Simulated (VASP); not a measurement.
A run of VASP 6.6.1 is set up as follows.

The input INCAR:

```
SYSTEM = NaAl16N16
ALGO = Normal ; EDIFF = 1E-6
ENCUT = 520 ; GGA = PS
GGA_COMPAT = .FALSE. ; ISIF = 2
ISMEAR = -1 ; ISYM = -1
LASPH = .TRUE. ; LCHARG = .TRUE.
LELF = .TRUE. ; LREAL = Auto
LVHAR = .TRUE. ; LWAVE = .FALSE.
NBANDS = 90 ; NELECT = 134.0
NELM = 120 ; PREC = Accurate
SIGMA = 0.05
```

File KPOINTS:

```
explicit points
1
Reciprocal
  0.25000000   0.25000000   0.25000000 1
```

File POSCAR:

```
NaAl16N16
1.0
    6.2276320000      0.0000000000      0.0000000000
   -3.1138160000      5.3932870000      0.0000000000
    0.0000000000      0.0000000000      9.9670570000
Al N Na
16 16 1
Direct
    0.3321760000      0.1690640000      0.2494370000
    0.3267960000      0.1746180000      0.7566990000
    0.3321320000      0.6691870000      0.2494230000
    0.3255910000      0.6584940000      0.7565850000
    0.8320020000      0.1690610000      0.2494430000
    0.8428040000      0.1756570000      0.7565960000
    0.8321680000      0.6690190000      0.2355470000
    0.8315050000      0.6698750000      0.7548210000
    0.1652170000      0.3359730000      0.5001570000
    0.1646730000      0.3364900000      0.0047770000
    0.1412040000      0.8231620000      0.4892120000
    0.1662510000      0.8373470000      0.0009990000
    0.6781550000      0.3601410000      0.4892300000
    0.6639090000      0.3349540000      0.0010140000
    0.6768670000      0.8242370000      0.4889680000
    0.6637920000      0.8373440000      0.0009640000
    0.1665580000      0.3345980000      0.1931340000
    0.1662990000      0.3349040000      0.6900860000
    0.1694240000      0.8361040000      0.1900610000
    0.1592530000      0.8314270000      0.6896010000
    0.6650630000      0.3317290000      0.1900700000
    0.6699940000      0.3421490000      0.6896040000
    0.6651140000      0.8360720000      0.1901640000
    0.6686770000      0.8324010000      0.6890090000
    0.3323940000      0.1689730000      0.4410300000
    0.3295100000      0.1717490000      0.9430440000
    0.3325100000      0.6733360000      0.4411580000
    0.3292620000      0.6694970000      0.9427550000
    0.8278780000      0.1687140000      0.4411510000
    0.8316390000      0.1717900000      0.9427580000
    0.8309210000      0.6703350000      0.4246530000
    0.8300700000      0.6710710000      0.9438540000
    0.4988580000      0.0025250000      0.5908900000
```

Potentials or basis: VASP PAW PBE potentials, release 64 (Al, N, Na_pv).

Command:

```console
$ cat potpaw_PBE.64/Al/POTCAR potpaw_PBE.64/N/POTCAR potpaw_PBE.64/Na_pv/POTCAR > POTCAR
$ mpirun -np 1 vasp_std > vasp.out
```

Q: What does it give for the largest force?

A: 0.078 eV/Å.

Forces on the atoms (eV/Å):
```
Al   0.003 -0.002  0.007
Al  -0.012  0.008  0.000
Al  -0.003 -0.008 -0.007
Al  -0.003  0.000 -0.008
Al   0.008  0.007 -0.008
Al  -0.005 -0.001 -0.007
Al  -0.002  0.005  0.004
Al  -0.012  0.007 -0.007
Al   0.021 -0.011  0.004
Al  -0.003  0.003 -0.001
Al  -0.011  0.005  0.007
Al  -0.009 -0.003 -0.006
Al  -0.004  0.003  0.006
Al  -0.001  0.007 -0.006
Al   0.004  0.003  0.002
Al   0.002 -0.002 -0.003
N   -0.018  0.010 -0.003
N    0.010 -0.004 -0.006
N   -0.004 -0.008  0.005
N   -0.035 -0.020  0.017
N    0.003  0.006  0.000
N    0.003  0.038  0.016
N    0.007 -0.003  0.009
N    0.059 -0.034  0.040
N   -0.012  0.004 -0.002
N   -0.001  0.003  0.002
N   -0.009 -0.016 -0.021
N    0.006 -0.012  0.013
N    0.006  0.014 -0.020
N    0.010  0.000  0.010
N    0.011 -0.003 -0.020
N    0.004 -0.002  0.010
Na  -0.013  0.005 -0.028
```

Caveat: the cell carries a net charge on a neutralising background, which shifts energy and pressure; the PAW data sets were made with another functional, which shifts forces and pressure a little.
